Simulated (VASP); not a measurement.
# GaP: relaxation of cell and atoms with r2SCAN

The system is GaP.

```xyz
2
Lattice="2.7252 2.7252 0.0000 -2.7252 2.7252 0.0000 0.0000 2.7252 2.7252" Properties=species:S:1:pos:R:3 pbc="T T T"
Ga    0.0000    0.0000    0.0000
P     1.3626    4.0879    1.3626
```

```json
{"Program": "VASP 6.6.1", "Task": "relaxation of cell and atoms", "Functional": "r2SCAN", "Potentials or basis": "VASP PAW PBE potentials, release 64 (Ga_d, P)", "Cutoff": "600 eV", "k mesh": "8 × 8 × 8", "Occupations": "gaussian, width 0.01 eV", "Spin": "no spin polarisation", "Target pressure": "-2 GPa", "Dipole correction": "no", "Further INCAR settings": "ALGO = Normal; EDIFF = 1e-07; IBRION = 2; EDIFFG = -0.002; NSW = 100; ISIF = 3"}
```

```yaml
Relaxed_volume: 20.72 Å³/atom
Relaxed_cell: a = 3.884 Å, b = 3.884 Å, c = 3.884 Å, α = 60.00°, β = 60.00°, γ = 90.00°
Space_group_after_relaxing_to_0.05_Å: F-43m (No. 216)
Energy_change_on_relaxing_the_enthalpy_is_what_falls: +3.2 meV/atom
Ionic_steps: 4
Pressure_after_relaxing: -2.0 GPa
Band_gap_on_the_k_mesh: 1.94 eV, indirect (least direct gap 2.14 eV)
```

Step by step:
| step | energy change (eV) | largest force (eV/Å) | pressure (GPa) | volume (Å³) |
| --- | --- | --- | --- | --- |
| 1 | 0.0000 | 0.0000 | -0.03 | 40.48 |
| 2 | 0.0145 | 0.0000 | -2.96 | 41.96 |
| 3 | 0.0061 | 0.0000 | -1.97 | 41.42 |
| 4 | 0.0063 | 0.0000 | -2.00 | 41.44 |

Final structure:
```
Ga P
1.0
     2.74653    2.74653    0.00000
    -2.74653    2.74653    0.00000
     0.00000    2.74653    2.74653
Ga P
1 1
Cartesian
  2.7465 2.7465 0.0000
  1.3733 4.1198 1.3733
```

Levels at points of the mesh, in eV from the valence-band top:
```csv
k point,band 5,band 6,band 7,band 8,band 9,band 10,band 11,band 12,band 13
"(0.00, 0.00, 0.00)",-14.85,-12.84,0.00,0.00,0.00,2.14,4.20,4.20,4.20
"(0.50, 0.00, 0.00)",-14.84,-10.76,-6.71,-1.13,-1.13,1.96,5.06,5.06,8.78
"(0.50, 0.50, 0.00)",-14.83,-9.86,-6.84,-2.72,-2.72,1.96,2.12,11.17,11.17
```

Run time: 6.4 min on 1 thread of Intel Xeon 8259CL, on a shared host, peak memory 0.21 GiB.

Caveat: the cell is relaxed towards a set pressure, so the enthalpy falls and the energy may rise; the PAW data sets were made with another functional, which shifts forces and pressure a little. A k mesh can miss the band edges.
